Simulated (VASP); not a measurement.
# C (C2/m) in VASP: a series of runs

The runs below take C through relaxation of the atoms, relaxation of cell and atoms, with PBE, LDA.

Everything below comes from runs of VASP 6.6.1. Logs are shortened: lines on timing, memory, paths and dates and some standing lists are left out, and cuts for length are marked.

## (1) The cell of the first run

The typed cell holds 2 atoms: a = 2.433 Å, b = 2.433 Å, c = 3.605 Å, α = 109.64°, β = 109.64°, γ = 60.00°.

## (2) Relaxation of the atoms, PBE

Input file INCAR:

```
SYSTEM = C
ALGO = Normal ; EDIFF = 1E-6
EDIFFG = -0.002 ; ENCUT = 520
GGA = PE ; IBRION = 2
ISIF = 2 ; ISMEAR = 0
LASPH = .TRUE. ; LCHARG = .FALSE.
LREAL = .FALSE. ; LWAVE = .FALSE.
NELM = 60 ; NSW = 100
PREC = Accurate ; SIGMA = 0.01
```

Input file KPOINTS:

```
Automatic mesh
0
Gamma
  10 10 6
  0.5 0.5 0.5
```

Input file POSCAR:

```
C
1.0
    2.1066918261     -1.2163012776     -0.0104413704
    2.1066918261      1.2163012776     -0.0104413704
   -1.3828895703      0.0000000000      3.3296653019
C
2
Direct
    0.8333835412      0.8333835412      0.0001509423
    0.1666164588      0.1666164588      0.9998490577
```

Potentials or basis: VASP PAW PBE potentials, release 64 (C).

Started as:

```
> cat potpaw_PBE.64/C/POTCAR > POTCAR
> mpirun -np 1 vasp_std > vasp.out
```

OUTCAR:

```text
SYSTEM = C
   EDIFF = 1E-6
   EDIFFG = -0.002
   ENCUT = 520
   GGA = PE
   IBRION = 2
   ISIF = 2
   ISMEAR = 0
   LASPH = .TRUE.
   LREAL = .FALSE.
   NELM = 60
   NSW = 100
   PREC = Accurate

 ion  position               nearest neighbor table
   1  0.833  0.833  0.000-   2 1.40   2 1.40   2 1.40
   2  0.167  0.167  1.000-   1 1.40   1 1.40   1 1.40

  LATTYP: Found a base centered monoclinic cell.
 ALAT       =     4.2134354023
 B/A-ratio  =     0.5773442151
 C/A-ratio  =     0.8556960825
 COS(beta)  =    -0.3881309518

  Lattice vectors:

 A1 = (   2.1066918261,  -1.2163012776,  -0.0104413704)
 A2 = (   2.1066918261,   1.2163012776,  -0.0104413704)
 A3 = (  -1.3828895703,   0.0000000000,   3.3296653019)

Analysis of symmetry for initial positions (statically):
=====================================================================
 Subroutine PRICEL returns:
 Original cell was already a primitive cell.

 Routine SETGRP: Setting up the symmetry group for a
 base centered monoclinic supercell.

 Subroutine GETGRP returns: Found  4 space group operations
 (whereof  4 operations were pure point group operations)
 out of a pool of  4 trial point group operations.

The static configuration has the point symmetry C_2h.

Analysis of symmetry for dynamics (positions and initial velocities):
=====================================================================
 Subroutine PRICEL returns:
 Original cell was already a primitive cell.

 Routine SETGRP: Setting up the symmetry group for a
 base centered monoclinic supercell.

 Subroutine GETGRP returns: Found  4 space group operations
 (whereof  4 operations were pure point group operations)
 out of a pool of  4 trial point group operations.

The dynamic configuration has the point symmetry C_2h.

 Subroutine INISYM returns: Found  4 space group operations
 (whereof  4 operations are pure point group operations),
 and found     1 'primitive' translations

----------------------------------------------------------------------------------------

                                     Primitive cell

  volume of cell :      17.0286

  direct lattice vectors                    reciprocal lattice vectors
     2.106691826 -1.216301278 -0.010441370     0.237828499 -0.411082360  0.098775859
     2.106691826  1.216301278 -0.010441370     0.237828499  0.411082360  0.098775859
    -1.382889570  0.000000000  3.329665302     0.001491595  0.000000000  0.300949981

  length of vectors
[... 93 lines left out ...]
   NELECT =       8.0000    total number of electrons
   NUPDOWN=      -1.0000    fix difference up-down
   EMIN   =  10.00;   EMAX   =-10.00  energy-range for DOS
   EFERMI =   0.00;   METHOD = LEGACY
   ISMEAR =     0;   SIGMA  =   0.01  broadening in eV -4-tet -1-fermi 0-gaus
   EFERMI_NEDOS =   21; number of points for ismear=-14 and -15
   IALGO  =     38    algorithm
   IMIX   =      4    mixing-type and parameters
     AMIX     =   0.40;   BMIX     =  1.00
     AMIX_MAG =   1.60;   BMIX_MAG =  1.00
  volume/ion in A,a.u.               =       8.51        57.46
  Fermi-wavevector in a.u.,A,eV,Ry     =   1.272659  2.404978 22.036841  1.619662
  Thomas-Fermi vector in A             =   2.405526
   LORBIT       =      0    0 simple, 1 ext, 2 COOP (PROOUT), +10 PAW based schemes
   GGA     = PE    functional components
   LHFCALC =     F    Hartree Fock is set to
   AEXX    =    0.0000 exact exchange contribution
   IVDW    =     0    specifies the selected vdW correction
   LEPSILON=     F    determine dielectric tensor
   LRPA    =     F    only Hartree local field effects (RPA)
 conjugate gradient relaxation of ions
 non-spin polarized calculation
 Gauss-broadening in eV      SIGMA  =   0.01
  energy-cutoff  :      520.00
  volume of cell :       17.03
 maximum number of plane-waves:       470
 NGX is ok and might be reduce to    18
   NGX =  9   NGY =  9   NGZ = 13

--------------------------------------- Ionic step        1  -------------------------------------------

 number of electron       8.0000001 magnetization

 Free energy of the ion-electron system (eV)
  ---------------------------------------------------
  ext. energy  EPLUGINS =         0.00000000
  ---------------------------------------------------
  free energy    TOTEN  =       -18.38999512 eV

  energy without entropy =      -18.38999512  energy(sigma->0) =      -18.38999512

------------------------ aborting loop because EDIFF is reached ----------------------------------------

  FORCE on cell =-STRESS in cart. coord.  units (eV):
  Direction    XX          YY          ZZ          XY          YZ          ZX
  --------------------------------------------------------------------------------------
  -------------------------------------------------------------------------------------
  Total        2.0514504      1.9189966      0.4120348      0.0000000      0.0000000      0.0038299
  in kB      193.0162010    180.5539245     38.7673927      0.0000000      0.0000000      0.3603491
  external PRESSURE =     137.4458394 kB  Pullay stress =       0.0000000 kB
[... 59 lines left out ...]
--------------------------------------- Ionic step        3  -------------------------------------------

 number of electron       8.0000001 magnetization

 Free energy of the ion-electron system (eV)
  ---------------------------------------------------
  ext. energy  EPLUGINS =         0.00000000
  ---------------------------------------------------
  free energy    TOTEN  =       -18.39003115 eV

  energy without entropy =      -18.39003115  energy(sigma->0) =      -18.39003115

 E-fermi :   4.9268     XC(G=0): -10.4706

 val. band max:        4.7722202203   @ k =  -0.3500   0.3500   0.4167
 cond. band min:       5.3305134691   @ k =  -0.3500   0.3500   0.4167
 fundamental gap:      0.5582932487
 Fermi energy:         4.9268001891

 k-point     1 :       0.0500    0.0500    0.0833
  band No.  band energies     occupation
      1     -14.8758      2.00000
      2      -2.0168      2.00000
      3       1.7978      2.00000
      4       1.8708      2.00000
      5       9.9562      0.00000
      6      13.6547      0.00000
      7      13.9270      0.00000
      8      16.6481      0.00000
[... 243 lines left out ...]
 k-point    24 :      -0.3500    0.2500    0.0833
  band No.  band energies     occupation
      1      -8.7445      2.00000
      2      -7.3086      2.00000
      3      -4.8789      2.00000
      4       4.0977      2.00000
      5       6.0177      0.00000
      6      16.0416      0.00000
      7      17.0943      0.00000
      8      18.1339      0.00000

 [... further k-points ...]
[... 5 lines left out ...]
  --------------------------------------------------------------------------------------
  -------------------------------------------------------------------------------------
  Total        2.0347645      1.9357436      0.4088554      0.0000000      0.0000000      0.0038243
  in kB      191.4462605    182.1296140     38.4682561      0.0000000      0.0000000      0.3598213
  external PRESSURE =     137.3480435 kB  Pullay stress =       0.0000000 kB
[... 17 lines left out ...]
  FREE ENERGIE OF THE ION-ELECTRON SYSTEM (eV)
  ---------------------------------------------------
  free  energy   TOTEN  =       -18.3900311490 eV

  energy  without entropy=      -18.3900311490  energy(sigma->0) =      -18.39003115

 reached required accuracy - stopping structural energy minimisation
```

Wall time 32 s (1 thread of Intel Xeon Platinum 8259CL at 2.50GHz (Skylake/Cascade Lake), shared host); peak memory 0.13 GiB.

What came out:

| Item | Value |
| --- | --- |
| Free energy | -18.3900 eV |
| Energy gained by relaxing | 0.0 meV/atom |
| Ionic steps | 3 |
| Pressure after relaxing | 13.7 GPa |

Stress tensor (GPa, compression positive):
```
19.14  0.00  0.04
 0.00 18.21  0.00
 0.04  0.00  3.85
```

Final structure:
```
C
1.0
     2.10669   -1.21630   -0.01044
     2.10669    1.21630   -0.01044
    -1.38289    0.00000    3.32967
C
2
Direct
  0.83325 0.83325 0.00015
  0.16675 0.16675 0.99985
```

Caveat: this functional lacks dispersion, which binds the layers, so the pressure and a relaxed spacing across them are unreliable.

(Continued in part 2 of 2.)
